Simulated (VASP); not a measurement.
Set up this calculation in VASP 6.6.1, as the native input.

```yaml
Task: single point
Functional: r2SCAN
Dispersion: D4
Potentials_or_basis: VASP PAW PBE potentials, release 64 (Tc_pv)
Cutoff: 520 eV
k_mesh: 14 × 14 × 8
Occupations: methfessel-paxton, width 0.1 eV
Spin: no spin polarisation
Dipole_correction: no
Further_INCAR_settings: ALGO = Normal; EDIFF = 1e-06; NBANDS = 20
```

Tc:

```xyz
2
Lattice="2.7293 0.0000 0.0000 -1.3647 2.3637 0.0000 0.0000 0.0000 4.3751" Properties=species:S:1:pos:R:3 pbc="T T T"
Tc    0.0000    1.5758    1.0938
Tc    1.3647    0.7879    3.2813
```

One way to write it, as run:

POSCAR

```
Tc
1.0
    2.7293464796      0.0000000000      0.0000000000
   -1.3646732398      2.3636833871      0.0000000000
    0.0000000000      0.0000000000      4.3751018970
Tc
2
Direct
    0.3333333333      0.6666666667      0.2500000000
    0.6666666667      0.3333333333      0.7500000000
```

INCAR.step1

```
SYSTEM = Tc
ALGO = Normal
EDIFF = 1E-4
ENCUT = 520
GGA = PE
ISMEAR = 1
LASPH = .True.
LCHARG = .False.
LREAL = .False.
LWAVE = .True.
NBANDS = 20
NELM = 60
PREC = Accurate
SIGMA = 0.1
```

INCAR.step2

```
SYSTEM = Tc
ALGO = Normal
EDIFF = 1E-6
ENCUT = 520
ISIF = 2
ISMEAR = 1
ISTART = 1
IVDW = 13
LASPH = .True.
LCHARG = .True.
LELF = .True.
LMIXTAU = .True.
LREAL = .False.
LVHAR = .True.
LWAVE = .False.
METAGGA = R2SCAN
NBANDS = 20
NELM = 60
PREC = Accurate
SIGMA = 0.1
VDW_A1 = 0.51559235
VDW_A2 = 5.77342911
VDW_S6 = 1.0
VDW_S8 = 0.6018749
```

KPOINTS

```
k-points
0
Gamma
  14 14 8
  0 0 0
```

Potentials or basis: VASP PAW PBE potentials, release 64 (Tc_pv).

The run is started by

```bash
$ cat potpaw_PBE.64/Tc_pv/POTCAR > POTCAR
$ cp INCAR.step1 INCAR
$ mpirun -np 1 vasp_std > vasp.out
$ cp INCAR.step2 INCAR
$ mpirun -np 1 vasp_std > vasp.out
```

It gave:

```yaml
Pressure: 0.6 GPa
Band_gap_on_the_k_mesh: zero (bands 13 and 14 overlap by 3.51 eV)
Dispersion_energy_per_atom: -0.201 eV
```

Caveat: the PAW data sets were made with another functional, which shifts forces and pressure a little.

Wall time 94 s on 1 thread of AMD EPYC 9R45 96-Core Processor (Zen 5), with other jobs on the host, peak memory 0.15 GiB.
